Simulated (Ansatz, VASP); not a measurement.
## One calculation of CoSi, two programs

```xyz
8
Lattice="4.4380 0.0000 0.0000 0.0000 4.4380 0.0000 0.0000 0.0000 4.4380" Properties=species:S:1:pos:R:3 pbc="T T T"
Co    3.8167    2.8403    1.5977
Co    2.8403    1.5977    3.8167
Co    1.5977    3.8167    2.8403
Co    0.6213    0.6213    0.6213
Si    0.6968    1.5222    2.9158
Si    1.5222    2.9158    0.6968
Si    2.9158    0.6968    1.5222
Si    3.7412    3.7412    3.7412
```

Alike in both runs: task single point; functional PBEsol; k mesh 5 × 5 × 5; occupations fermi-dirac, width 0.05 eV; collinear spin; fixed moment 6 μB.

|  | VASP | Ansatz |
| --- | --- | --- |
| version | VASP 6.6.1 | Ansatz 0.2.0 |
| potentials or method | VASP PAW PBE potentials, release 64 (Co, Si) | Ansatz PAW |
| plane-wave cutoff (eV) | 520 | 420 |
| valence electrons in the cell | 52 | 84 |

|  | VASP | Ansatz | Ansatz less VASP |
| --- | --- | --- | --- |
| pressure (GPa) | 8.3 | 8.1 | -0.14 |
| rms of the force components (eV/Å) | 0.105 | 0.102 | -0.0029 |
| net moment per atom (μB) | 0.75 | 0.75 | 0.000 |
| size of the moment on the site where the two differ most (μB) | 1.35 | 1.35 | -0.009 |

VASP's potentials were made for PBE, not for PBEsol. Site moments also hang on the region over which each program counts them. Atom by atom the forces differ by 0.007 eV/Å (rms over components). With one functional, cell and mesh, what is left measures potentials, basis and numerics. VASP's potentials hold 52 valence electrons a cell and Ansatz's 84, so a difference there can come from the potentials and not from the codes.
